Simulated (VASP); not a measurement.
# Ge (Fmmm) in VASP: single point with r2SCAN

Aim: the single point of Ge with r2SCAN.

Everything below comes from runs of VASP 6.6.1. Logs are shortened: lines on timing, memory, paths and dates and some standing lists are left out, and cuts for length are marked.

### Step 1. The cell of the first run

Symmetry: Fmmm, No. 69, orthorhombic system. Conventional cell: a = 5.261 Å, b = 5.771 Å, c = 10.231 Å, α = 90.00°, β = 90.00°, γ = 90.00°. Within 3.6 Å of Ge (site symmetry mm2) lie 8 Ge at 2.71 to 3.17 Å. Within 3.4 Å of Ge (site symmetry m2m) lie 8 Ge at 2.61 to 3.17 Å.

### Step 2. Single point, r2SCAN

Input file POSCAR:

```
Ge
1.0
    5.8734589974     -0.0000002531     -0.0000002440
    4.4556413102      3.6382413398     -0.0000001878
    1.4178180022      0.1655267135      3.6344740889
Ge
4
Direct
    0.7818670000      0.7818670000      0.2181330000
    0.2181330000      0.2181330000      0.7818670000
    0.2735100000      0.7264900000      0.2735100000
    0.7264900000      0.2735100000      0.7264900000
```

Input file INCAR.step1:

```
PREC = Accurate
ENCUT = 520
ISMEAR = -1
SIGMA = 0.1
LREAL = F
LASPH = T
NELM = 80
NBANDS = 36
GGA = PE
ALGO = Normal
EDIFF = 1E-4
LWAVE = T
LCHARG = F
```

Input file INCAR.step2:

```
PREC = Accurate
ENCUT = 520
EDIFF = 1E-7
ISMEAR = -1
SIGMA = 0.1
LREAL = F
LASPH = T
NELM = 80
ALGO = Normal
ISIF = 2
LWAVE = F
LCHARG = F
METAGGA = R2SCAN
LMIXTAU = T
NBANDS = 36
ISTART = 1
```

Input file KPOINTS:

```
regular mesh
0
Gamma
  7 7 7
```

Potentials or basis: VASP PAW PBE potentials, release 64 (Ge_d).

Launch:

```console
$ cat potpaw_PBE.64/Ge_d/POTCAR > POTCAR
$ cp INCAR.step1 INCAR
$ mpirun -np 1 vasp_std > vasp.out
$ cp INCAR.step2 INCAR
$ mpirun -np 1 vasp_std > vasp.out
```

OUTCAR:

```text
PREC = Accurate
   ENCUT = 520
   EDIFF = 1E-7
   ISMEAR = -1
   LREAL = F
   LASPH = T
   NELM = 80
   ISIF = 2
   METAGGA = R2SCAN
   ISTART = 1

 ion  position               nearest neighbor table
   1  0.782  0.782  0.218-   2 2.71   2 2.71   3 2.73   4 2.73
   2  0.218  0.218  0.782-   1 2.71   1 2.71   4 2.73   3 2.73
   3  0.274  0.726  0.274-   4 2.61   4 2.64   4 2.64   1 2.73   2 2.73
   4  0.726  0.274  0.726-   3 2.61   3 2.64   3 2.64   2 2.73   1 2.73

  LATTYP: Found a face centered orthorhombic cell.
 ALAT       =     5.2609937883
 B/A-ratio  =     1.0970322533
 C/A-ratio  =     1.9447522408

  Lattice vectors:

 A1 = (   5.8734589974,  -0.0000002531,  -0.0000002440)
 A2 = (   4.4556413102,   3.6382413398,  -0.0000001878)
 A3 = (   1.4178180022,   0.1655267135,   3.6344740889)

Analysis of symmetry for initial positions (statically):
=====================================================================
 Subroutine PRICEL returns:
 Original cell was already a primitive cell.

 Routine SETGRP: Setting up the symmetry group for a
 face centered orthorhombic supercell.

 Subroutine GETGRP returns: Found  8 space group operations
 (whereof  8 operations were pure point group operations)
 out of a pool of  8 trial point group operations.

The static configuration has the point symmetry D_2h.

Analysis of symmetry for dynamics (positions and initial velocities):
=====================================================================
 Subroutine PRICEL returns:
 Original cell was already a primitive cell.

 Routine SETGRP: Setting up the symmetry group for a
 face centered orthorhombic supercell.

 Subroutine GETGRP returns: Found  8 space group operations
 (whereof  8 operations were pure point group operations)
 out of a pool of  8 trial point group operations.

The dynamic configuration has the point symmetry D_2h.

 Subroutine INISYM returns: Found  8 space group operations
 (whereof  8 operations are pure point group operations),
 and found     1 'primitive' translations

----------------------------------------------------------------------------------------

                                     Primitive cell

  volume of cell :      77.6653

  direct lattice vectors                    reciprocal lattice vectors
     5.873458997 -0.000000253 -0.000000244     0.170257413 -0.208508975 -0.056921638
     4.455641310  3.638241340 -0.000000188     0.000000011  0.274858057 -0.012518006
     1.417818002  0.165526714  3.634474089     0.000000011  0.000000000  0.275142967

  length of vectors
     5.873458997  5.752350783  3.904741846     0.275142967  0.275142967  0.275142967

  position of ions in fractional coordinates (direct lattice)
     0.781867000  0.781867000  0.218133000
     0.218133000  0.218133000  0.781867000
     0.273510000  0.726490000  0.273510000
     0.726490000  0.273510000  0.726490000

  ion indices of the primitive-cell ions
   primitive index   ion index
                 1           1
                 2           2
                 3           3
                 4           4

----------------------------------------------------------------------------------------

 KPOINTS: regular mesh

Automatic generation of k-mesh.
 Grid dimensions read from file:
 generate k-points for:    7    7    7

 Generating k-lattice:

  Cartesian coordinates                     Fractional coordinates (reciprocal lattice)
     0.024322488 -0.029786996 -0.008131663     0.142857143  0.000000000 -0.000000000
     0.000000002  0.039265437 -0.001788287    -0.000000000  0.142857143  0.000000000
     0.000000002  0.000000000  0.039306138    -0.000000000 -0.000000000  0.142857143

  Length of vectors
     0.039306138  0.039306138  0.039306138

  Shift w.r.t. Gamma in fractional coordinates (k-lattice)
     0.000000000  0.000000000  0.000000000

 Subroutine IBZKPT returns following result:
 ===========================================

 Found     64 irreducible k-points:

 Following reciprocal coordinates:
            Coordinates               Weight
  0.000000  0.000000  0.000000      1.000000
  0.142857 -0.000000  0.000000      8.000000
  0.285714 -0.000000  0.000000      8.000000
  0.428571 -0.000000  0.000000      8.000000
  0.142857  0.142857  0.000000      2.000000
  0.285714  0.142857  0.000000      8.000000
[... 16 lines left out ...]
  0.000000  0.142857  0.142857      2.000000
  0.285714  0.142857  0.142857      4.000000
 [... further k-points ...]
   k-points           NKPTS =     64   k-points in BZ     NKDIM =     64   number of bands    NBANDS=     36
   number of dos      NEDOS =    301   number of ions     NIONS =      4
   total plane-waves  NPLWV =  69120
   dimension x,y,z NGX =    48 NGY =   48 NGZ =   30
   dimension x,y,z NGXF=    96 NGYF=   96 NGZF=   60
   ions per type =               4
   NGX,Y,Z   is equivalent  to a cutoff of  13.59, 13.87, 12.77 a.u.
   NGXF,Y,Z  is equivalent  to a cutoff of  27.17, 27.74, 25.55 a.u.
 SYSTEM =  unknown system
   PREC   = accura    normal or accurate (medium, high low for compatibility)
   ISTART =      1    job   : 0-new  1-cont  2-samecut
   ICHARG =      0    charge: 1-file 2-atom 10-const
   ISPIN  =      1    spin polarized calculation?
   LNONCOLLINEAR =      F non collinear calculations
   LSORBIT =      F    spin-orbit coupling
   LASPH  =      T    aspherical Exc in radial PAW
   ENCUT  =  520.0 eV  38.22 Ry    6.18 a.u.  10.92 10.70  7.26*2*pi/ulx,y,z
   NELM   =     80;   NELMIN=  2; NELMDL=  0     # of ELM steps
   EDIFF  = 0.1E-06   stopping-criterion for ELM
   LREAL  =      F    real-space projection
   EDIFFG = 0.1E-05   stopping-criterion for IOM
   NSW    =      0    number of steps for IOM
   IBRION =     -1    ionic relax: 0-MD 1-quasi-New 2-CG
   NFREE  =      0    steps in history (QN), initial steepest desc. (CG)
   ISIF   =      2    stress and relaxation
   ISYM   =      2    0-nonsym 1-usesym 2-fastsym
   POTIM  = 0.5000    time-step for ionic-motion
   TEBEG  =    0.0;   TEEND  =   0.0 temperature during run
   PSTRESS=    0.0 pullay stress
   NELECT =      56.0000    total number of electrons
   NUPDOWN=      -1.0000    fix difference up-down
   EMIN   =  10.00;   EMAX   =-10.00  energy-range for DOS
   EFERMI =   0.00;   METHOD = LEGACY
   ISMEAR =    -1;   SIGMA  =   0.10  broadening in eV -4-tet -1-fermi 0-gaus
   EFERMI_NEDOS =   21; number of points for ismear=-14 and -15
   IALGO  =     38    algorithm
   IMIX   =      4    mixing-type and parameters
     AMIX     =   0.40;   BMIX     =  1.00
     AMIX_MAG =   1.60;   BMIX_MAG =  1.00
  volume/ion in A,a.u.               =      19.42       131.03
  Fermi-wavevector in a.u.,A,eV,Ry     =   1.468008  2.774133 29.321210  2.155048
  Thomas-Fermi vector in A             =   2.583558
   LORBIT       =      0    0 simple, 1 ext, 2 COOP (PROOUT), +10 PAW based schemes
   METAGGA = R2SCAN    functional components
   LHFCALC =     F    Hartree Fock is set to
   AEXX    =    0.0000 exact exchange contribution
   IVDW    =     0    specifies the selected vdW correction
   LEPSILON=     F    determine dielectric tensor
   LRPA    =     F    only Hartree local field effects (RPA)
 non-spin polarized calculation
  energy-cutoff  :      520.00
  volume of cell :       77.67
 maximum number of plane-waves:      2111
 NGX is ok and might be reduce to    48
   NGX = 21   NGY = 21   NGZ = 15

 number of electron      55.9999999 magnetization

 Free energy of the ion-electron system (eV)
  ---------------------------------------------------
  ext. energy  EPLUGINS =         0.00000000
  ---------------------------------------------------
  free energy    TOTEN  =       -54.05093035 eV

  energy without entropy =      -54.00595503  energy(sigma->0) =      -54.02844269

 E-fermi :   6.1529     XC(G=0): -12.1070

 val. band max:        6.1523744494   @ k =  -0.2857   0.1429  -0.0000
 cond. band min:       6.1589950839   @ k =   0.2857   0.1429   0.0000
 fundamental gap:      0.0066206345
 Fermi energy:         6.1529337276

 k-point     1 :       0.0000    0.0000    0.0000
  band No.  band energies     occupation
      1     -19.3093      2.00000
      2     -19.2566      2.00000
      3     -19.2215      2.00000
      4     -19.2078      2.00000
      5     -19.2046      2.00000
      6     -19.2017      2.00000
[... 28 lines left out ...]
     35      13.7412      0.00000
     36      13.9178      0.00000

 k-point     2 :       0.1429   -0.0000    0.0000
  band No.  band energies     occupation
      1     -19.2966      2.00000
      2     -19.2500      2.00000
      3     -19.2219      2.00000
      4     -19.2083      2.00000
      5     -19.2005      2.00000
      6     -19.1996      2.00000
[... 28 lines left out ...]
     35      13.2227      0.00000
     36      13.7029      0.00000

 k-point     3 :       0.2857   -0.0000    0.0000
  band No.  band energies     occupation
      1     -19.2615      2.00000
      2     -19.2318      2.00000
      3     -19.2255      2.00000
      4     -19.2116      2.00000
      5     -19.1938      2.00000
      6     -19.1847      2.00000
[... 28 lines left out ...]
     35      13.2414      0.00000
     36      13.4148      0.00000
[... 742 lines left out ...]
 k-point    23 :       0.0000    0.1429    0.1429
  band No.  band energies     occupation
      1     -19.2769      2.00000
      2     -19.2460      2.00000
      3     -19.2275      2.00000
      4     -19.2063      2.00000
      5     -19.2013      2.00000
      6     -19.1987      2.00000
[... 28 lines left out ...]
     35      12.5526      0.00000
     36      13.8698      0.00000

 k-point    24 :       0.2857    0.1429    0.1429
  band No.  band energies     occupation
      1     -19.2971      2.00000
      2     -19.2397      2.00000
      3     -19.2229      2.00000
      4     -19.2126      2.00000
      5     -19.1988      2.00000
      6     -19.1921      2.00000
[... 28 lines left out ...]
     35      13.0960      0.00000
     36      13.9528      0.00000

 [... further k-points ...]

------------------------ aborting loop because EDIFF is reached ----------------------------------------

  FORCE on cell =-STRESS in cart. coord.  units (eV):
  Direction    XX          YY          ZZ          XY          YZ          ZX
  --------------------------------------------------------------------------------------
  -------------------------------------------------------------------------------------
  Total       -1.1009128     -1.2889708     -1.2661708     -0.0422463     -0.2503101      0.0442141
  in kB      -22.7110095    -26.5905055    -26.1201586     -0.8715103     -5.1637097      0.9121045
  external PRESSURE =     -25.1405579 kB  Pullay stress =       0.0000000 kB

 VOLUME and BASIS-vectors are now :
 -----------------------------------------------------------------------------
  energy-cutoff  :      520.00
  volume of cell :       77.67
      direct lattice vectors                 reciprocal lattice vectors
     5.873458997 -0.000000253 -0.000000244     0.170257413 -0.208508975 -0.056921638
     4.455641310  3.638241340 -0.000000188     0.000000011  0.274858057 -0.012518006
     1.417818002  0.165526714  3.634474089     0.000000011  0.000000000  0.275142967

 POSITION                                       TOTAL-FORCE (eV/Angst)
 -----------------------------------------------------------------------------------
      8.38526      2.88073      0.79280         0.030916      0.012048     -0.012609
      3.36166      0.92304      2.84168        -0.030916     -0.012048      0.012609
      5.23122      2.68842      0.99406         0.009715     -0.011898      0.012452
      6.51570      1.11535      2.64041        -0.009715      0.011898     -0.012452
 -----------------------------------------------------------------------------------
    total drift:                                0.000000      0.000000      0.000000

  FREE ENERGIE OF THE ION-ELECTRON SYSTEM (eV)
  ---------------------------------------------------
  free  energy   TOTEN  =       -54.0509303537 eV

  energy  without entropy=      -54.0059550255  energy(sigma->0) =      -54.02844269
```

It took 21 min on 1 thread of AMD EPYC 7R43 (Zen 3), shared host; peak memory 0.3 GiB.

Results:

```
Free energy            : -54.0509 eV
Pressure               : -2.5 GPa
Largest force          : 0.035 eV/Å
Band gap on the k mesh : zero (band 28 reaches 7.32 eV, above the bottom of band 29 at 4.45 eV)
```

Forces in eV/Å, atoms in the order of the input:
```
Ge   0.031  0.012 -0.013
Ge  -0.031 -0.012  0.013
Ge   0.010 -0.012  0.012
Ge  -0.010  0.012 -0.012
```

Stress tensor (GPa, compression positive):
```
-2.27 -0.09  0.09
-0.09 -2.66 -0.52
 0.09 -0.52 -2.61
```

Levels at points of the mesh, in eV from the Fermi level:
| k point | band 25 | band 26 | band 27 | band 28 | band 29 | band 30 | band 31 | band 32 |
| --- | --- | --- | --- | --- | --- | --- | --- | --- |
| (0.00, 0.00, 0.00) | -2.84 | -2.49 | -2.11 | -1.99 | -1.70 | 3.38 | 4.23 | 4.32 |

Caveat: the PAW data sets were made with another functional, which shifts forces and pressure a little.
